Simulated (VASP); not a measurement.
# AlN: single point with SVWN5

AlN:

```
Al N
1.0
     0.00000    2.13941    2.13941
     2.13941    0.00000    2.13941
     2.13941    2.13941    0.00000
Al N
1 1
Cartesian
  0.0000 0.0000 0.0000
  1.0697 1.0697 1.0697
```

```
Program                : VASP 6.6.1
Task                   : single point
Functional             : SVWN5
Potentials or basis    : VASP PAW PBE potentials, release 64 (Al, N_h)
Cutoff                 : 1330 eV
k mesh                 : 10 × 10 × 10
Occupations            : fermi-dirac, width 0.05 eV
Spin                   : no spin polarisation
Dipole correction      : no
Further INCAR settings : ALGO = Normal; EDIFF = 1e-06; NBANDS = 11
```

```json
{
 "Pressure": "11.2 GPa",
 "Band gap on the k mesh": "3.26 eV (least direct gap 4.79 eV)"
}
```

Levels at points of the mesh, in eV from the valence-band top:
```tsv
k point	band 1	band 2	band 3	band 4	band 5	band 6	band 7	band 8	band 9
(0.00, 0.00, 0.00)	-15.21	0.00	0.00	0.00	4.79	12.97	12.97	12.97	18.08
(0.50, 0.00, 0.00)	-12.89	-6.18	-0.49	-0.49	7.84	10.19	11.37	11.37	18.58
(0.50, 0.50, 0.00)	-12.17	-5.16	-1.86	-1.86	3.26	8.80	14.61	16.28	16.28
```

It took 79 s on 1 thread of AMD EPYC 7R43 64-Core Processor (Zen 3), on a shared host, peak memory 0.15 GiB.

Caveat: the cell stands under pressure; the PAW data sets were made with another functional, which shifts forces and pressure a little. A k mesh can miss the band edges.
